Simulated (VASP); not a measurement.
# V (Im-3m) in VASP: a series of runs, part 2 of 2

VASP 6.6.1. The steps go on from the part before.

## (4) Electric field gradients, PBEsol, collinear spin, ferromagnetic start (14.13 Å³/atom)

This run uses another cell than the first one, of 14.13 Å³/atom.

Contents of INCAR:

```
ALGO = Normal
EDIFF = 1E-8
ENCUT = 520
GGA = PS
ISIF = 2
ISMEAR = -1
ISPIN = 2
LASPH = True
LCHARG = False
LEFG = True
LMAXMIX = 4
LORBIT = 11
LREAL = False
LWAVE = False
MAGMOM = 1.5
NBANDS = 16
NELM = 150
PREC = Accurate
SIGMA = 0.03
```

Contents of KPOINTS:

```
k-points
0
Gamma
  19 19 19
```

Contents of POSCAR:

```
V
1.0
   -1.5230201596      1.5230201596      1.5230201596
    1.5230201596     -1.5230201596      1.5230201596
    1.5230201596      1.5230201596     -1.5230201596
V
1
Direct
    0.0000000000      0.0000000000      0.0000000000
```

Potentials or basis: VASP PAW PBE potentials, release 64 (V_sv).

Run with:

```bash
$ cat potpaw_PBE.64/V_sv/POTCAR > POTCAR
$ mpirun -np 1 vasp_std > vasp.out
```

OUTCAR:

```text
EDIFF = 1E-8
   ENCUT = 520
   GGA = PS
   ISIF = 2
   ISMEAR = -1
   ISPIN = 2
   LASPH = True
   LORBIT = 11
   LREAL = False
   NELM = 150
   PREC = Accurate

 ion  position               nearest neighbor table
   1  0.000  0.000  0.000-

  LATTYP: Found a body centered cubic cell.
 ALAT       =     3.0460403192

  Lattice vectors:

 A1 = (  -1.5230201596,   1.5230201596,   1.5230201596)
 A2 = (   1.5230201596,  -1.5230201596,   1.5230201596)
 A3 = (   1.5230201596,   1.5230201596,  -1.5230201596)

Analysis of symmetry for initial positions (statically):
=====================================================================
 Subroutine PRICEL returns:
 Original cell was already a primitive cell.

 Routine SETGRP: Setting up the symmetry group for a
 body centered cubic supercell.

 Subroutine GETGRP returns: Found 48 space group operations
 (whereof 48 operations were pure point group operations)
 out of a pool of 48 trial point group operations.

The static configuration has the point symmetry O_h .

Analysis of symmetry for dynamics (positions and initial velocities):
=====================================================================
 Subroutine PRICEL returns:
 Original cell was already a primitive cell.

 Routine SETGRP: Setting up the symmetry group for a
 body centered cubic supercell.

 Subroutine GETGRP returns: Found 48 space group operations
 (whereof 48 operations were pure point group operations)
 out of a pool of 48 trial point group operations.

[... 632 lines left out ...]
      3     -28.0300      1.00000
      4     -28.0300      1.00000
      5       2.4906      1.00000
      6       9.3797      0.00000
[... 435 lines left out ...]
      5       6.0217      1.00000
      6       8.1515      1.00000
[... 8 lines left out ...]
     15      35.8109      0.00000
     16      36.8681      0.00000

 [... further k-points ...]

------------------------ aborting loop because EDIFF is reached ----------------------------------------

  FORCE on cell =-STRESS in cart. coord.  units (eV):
  Direction    XX          YY          ZZ          XY          YZ          ZX
  --------------------------------------------------------------------------------------
  -------------------------------------------------------------------------------------
  Total       -1.2775349     -1.2775349     -1.2775349      0.0000000      0.0000000     -0.0000000
  in kB     -144.8459645   -144.8459645   -144.8459645      0.0000000      0.0000000     -0.0000000
  external PRESSURE =    -144.8459645 kB  Pullay stress =       0.0000000 kB

 VOLUME and BASIS-vectors are now :
 -----------------------------------------------------------------------------
  energy-cutoff  :      520.00
  volume of cell :       14.13
      direct lattice vectors                 reciprocal lattice vectors
    -1.523020160  1.523020160  1.523020160     0.000000000  0.328295063  0.328295063
     1.523020160 -1.523020160  1.523020160     0.328295063  0.000000000  0.328295063
     1.523020160  1.523020160 -1.523020160     0.328295063  0.328295063  0.000000000

 POSITION                                       TOTAL-FORCE (eV/Angst)
 -----------------------------------------------------------------------------------
      0.00000      0.00000      0.00000        -0.000000      0.000000     -0.000000
 -----------------------------------------------------------------------------------
    total drift:                                0.000000      0.000000      0.000000

  FREE ENERGIE OF THE ION-ELECTRON SYSTEM (eV)
  ---------------------------------------------------
  free  energy   TOTEN  =        -9.5811294917 eV

  energy  without entropy=       -9.5755254078  energy(sigma->0) =       -9.57832745

 Electric field gradients (V/A^2)
---------------------------------------------------------------------
 ion       V_xx      V_yy      V_zz      V_xy      V_xz      V_yz
---------------------------------------------------------------------
   1      -0.000     0.000     0.000     0.003     0.003     0.003
---------------------------------------------------------------------

 Electric field gradients after diagonalization (V/A^2)
 (convention: |V_zz| > |V_xx| > |V_yy|)
----------------------------------------------------------------------
 ion       V_xx      V_yy      V_zz     asymmetry (V_yy - V_xx)/ V_zz
----------------------------------------------------------------------
   1      -0.003    -0.003     0.005       0.000
----------------------------------------------------------------------

           NMR quadrupolar parameters

 Cq : quadrupolar parameter    Cq=e*Q*V_zz/h
 eta: asymmetry parameters     (V_yy - V_xx)/ V_zz
 Q  : nuclear electric quadrupole moment in mb (millibarn)
----------------------------------------------------------------------
 ion       Cq(MHz)       eta       Q (mb)
----------------------------------------------------------------------
   1       0.000       0.000       1.000
----------------------------------------------------------------------

 total charge

# of ion       s       p       d       tot
------------------------------------------
    1        2.330   6.208   3.040  11.577

 magnetization (x)

# of ion       s       p       d       tot
------------------------------------------
    1        0.000   0.000   0.000   0.000
```

OSZICAR:

```text
N       E                     dE             d eps       ncg     rms          rms(c)
DAV:   1     0.929845372168E+02    0.92985E+02   -0.64167E+03 14184   0.879E+02
DAV:   2    -0.934962324972E+01   -0.10233E+03   -0.98190E+02 15616   0.271E+02
DAV:   3    -0.109248761493E+02   -0.15753E+01   -0.15730E+01 16024   0.365E+01
DAV:   4    -0.109311390803E+02   -0.62629E-02   -0.62628E-02 16616   0.243E+00
DAV:   5    -0.109311945026E+02   -0.55422E-04   -0.55422E-04 16216   0.214E-01    0.190E+01
DAV:   6    -0.958002636358E+01    0.13512E+01   -0.19235E+00 14376   0.236E+01    0.195E+00
DAV:   7    -0.958515494985E+01   -0.51286E-02   -0.84593E-02 15568   0.266E+00    0.142E+00
DAV:   8    -0.958287406658E+01    0.22809E-02   -0.53229E-03 15688   0.848E-01    0.837E-01
DAV:   9    -0.958089509098E+01    0.19790E-02   -0.14068E-03 16056   0.445E-01    0.157E-01
DAV:  10    -0.958110985395E+01   -0.21476E-03   -0.52337E-04 15672   0.208E-01    0.359E-02
DAV:  11    -0.958112550847E+01   -0.15655E-04   -0.28429E-05 16256   0.525E-02    0.150E-02
DAV:  12    -0.958112958678E+01   -0.40783E-05   -0.35787E-06 14992   0.195E-02    0.411E-03
DAV:  13    -0.958112951714E+01    0.69637E-07   -0.54719E-08 16312   0.287E-03    0.871E-04
DAV:  14    -0.958112949970E+01    0.17437E-07   -0.53547E-09 10376   0.507E-04    0.256E-04
DAV:  15    -0.958112949171E+01    0.79908E-08   -0.10212E-09  7480   0.330E-04
   1 F= -.95811295E+01 E0= -.95783274E+01  d E =-.560408E-02  mag=     0.0000
```

stdout:

```text
POSCAR found type information on POSCAR V
 POSCAR found :  1 types and       1 ions
 scaLAPACK will be used
 -----------------------------------------------------------------------------
|                                                                             |
|                                                                             |
|     You enforced a specific xc type in the INCAR file but a different       |
|     I HOPE YOU KNOW WHAT YOU ARE DOING!                                     |
|                                                                             |
 -----------------------------------------------------------------------------

 LDA part: xc-table for (Slater+PW92), standard interpolation
 POSCAR, INCAR and KPOINTS ok, starting setup
 FFT: planning ... GRIDC
 FFT: planning ... GRID_SOFT
 FFT: planning ... GRID
 WAVECAR not read
 entering main loop
ion   1
```

Wall time 43 s (1 thread of Intel Xeon 6975P-C (Granite Rapids), shared host); peak memory 0.18 GiB.

What came out:

* Free energy: -9.5811 eV
* Pressure: -14.5 GPa
* Net moment: 0.00 μB per cell
* Largest electric field gradient by atom: under 0.05 V/Å² on every atom
* Valence electrons inside the program's atomic spheres: V 11.58

Caveat: the cell stands under tension; the moments typed at the start vanished in this run; the PAW data sets were made with another functional, which shifts forces and pressure a little.

## (5) Summary

| cell | gap on the mesh (eV) | pressure (GPa) | moment (μB) |
| --- | --- | --- | --- |
| a = 2.585 Å, angles 109.5°, 1 atom | none | -5.0 | 0.00 |
| a = 2.612 Å, angles 109.5°, 1 atom | none | -10.1 | 0.00 |
| a = 2.638 Å, angles 109.5°, 1 atom | none | -14.5 | 0.00 |

Alike in all rows: task electric field gradients; level PBEsol; potentials or basis VASP PAW PBE potentials, release 64 (V_sv); spin collinear, ferromagnetic start; k mesh 19 × 19 × 19; cutoff (eV) 520; smearing fermi-dirac 0.03 eV.

Caveats: the cell stands under tension; the moments typed at the start vanished in this run; the PAW data sets were made with another functional, which shifts forces and pressure a little.

Total energies depend on the potentials used, so only differences within one code and one set of settings carry meaning.
